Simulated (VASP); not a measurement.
Here is a VASP 6.6.1 calculation.

Contents of INCAR:

```
SYSTEM = InSb3
  PREC = Accurate
  ENCUT = 600
  EDIFF = 1E-7
  ISMEAR = -1
  SIGMA = 0.05
  LREAL = .FALSE.
  LASPH = .TRUE.
  NELM = 60
  ALGO = Normal
  ISIF = 3
  LWAVE = .FALSE.
  LCHARG = .FALSE.
  GGA = PS
  IBRION = 2
  NSW = 80
  EDIFFG = -0.02
  PSTRESS = 50.0
```

KPOINTS

```
regular mesh
0
G
  6 6 6
  0 0 0
```

The input POSCAR:

```
InSb3
1.0
    4.8063670000      0.0000000000      0.0000000000
    0.0000000000      4.8063670000      0.0000000000
    0.0000000000      0.0000000000      4.8063670000
Sb In
3 1
Direct
    0.5000000000      0.5000000000      0.0000000000
    0.0000000000      0.5000000000      0.5000000000
    0.5000000000      0.0000000000      0.5000000000
    0.0000000000      0.0000000000      0.0000000000
```

Potentials or basis: VASP PAW PBE potentials, release 64 (Sb, In_d).

Run with:

```sh
$ cat potpaw_PBE.64/Sb/POTCAR potpaw_PBE.64/In_d/POTCAR > POTCAR
$ mpirun -np 1 vasp_std > vasp.out
```

**Question.** Estimate the relaxed cell.

**Answer.** a = 4.618 Å, b = 4.618 Å, c = 4.618 Å, α = 90.00°, β = 90.00°, γ = 90.00°.

**Question.** Estimate the relaxed volume.

**Answer.** 24.61 Å³/atom.

**Question.** What does it give for the space group after relaxing (to 0.05 Å)?

**Answer.** Pm-3m (No. 221).

**Question.** What does it give for the band gap on the k mesh?

**Answer.** Zero (band 14 reaches 13.34 eV, above the bottom of band 15 at 7.96 eV).

The path:
| step | energy change (eV) | largest force (eV/Å) | pressure (GPa) | volume (Å³) |
| --- | --- | --- | --- | --- |
| 1 | 0.0000 | 0.0000 | -2.69 | 111.03 |
| 2 | 0.4526 | 0.0000 | 12.59 | 90.96 |
| 3 | 0.0546 | 0.0000 | 4.93 | 98.46 |

Caveat: the cell is relaxed towards a set pressure, so the enthalpy falls and the energy may rise; the PAW data sets were made with another functional, which shifts forces and pressure a little; spin-orbit coupling is left out, which moves the levels of the heavy elements.
